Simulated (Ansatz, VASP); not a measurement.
## Si3Sb in VASP and in Ansatz

```
CELL_PARAMETERS angstrom
4.13875 0.00000 0.00000
0.00000 4.13875 0.00000
0.00000 0.00000 4.13875
ATOMIC_POSITIONS crystal
Si 0.00000 0.50000 0.50000
Si 0.50000 0.00000 0.50000
Si 0.50000 0.50000 0.00000
Sb 0.00000 0.00000 0.00000
```

Alike in both runs: task single point; functional PBE; k mesh 4 × 4 × 4; occupations gaussian, width 0.1 eV; no spin polarisation.

|  | VASP | Ansatz |
| --- | --- | --- |
| version | VASP 6.6.1 | Ansatz 0.2.0 |
| potentials or method | VASP PAW PBE potentials, release 64 (Si, Sb), cutoff 520 eV | scalar-relativistic, plane waves, PAW |
| valence electrons in the cell | 17 | 27 |

```tsv
	VASP	Ansatz	Ansatz less VASP
gap on the k mesh at the Fermi level (eV)	none	none	-
pressure (GPa)	5.2	5.2	-0.03
```

A gap of «none» marks a metal or a gap that the smearing closes. VASP's potentials hold 17 valence electrons a cell and Ansatz's 27, so a difference there can come from the potentials and not from the codes.

The k mesh is coarse, so the values compare programs but aren't converged. Neither program's run includes spin-orbit coupling.
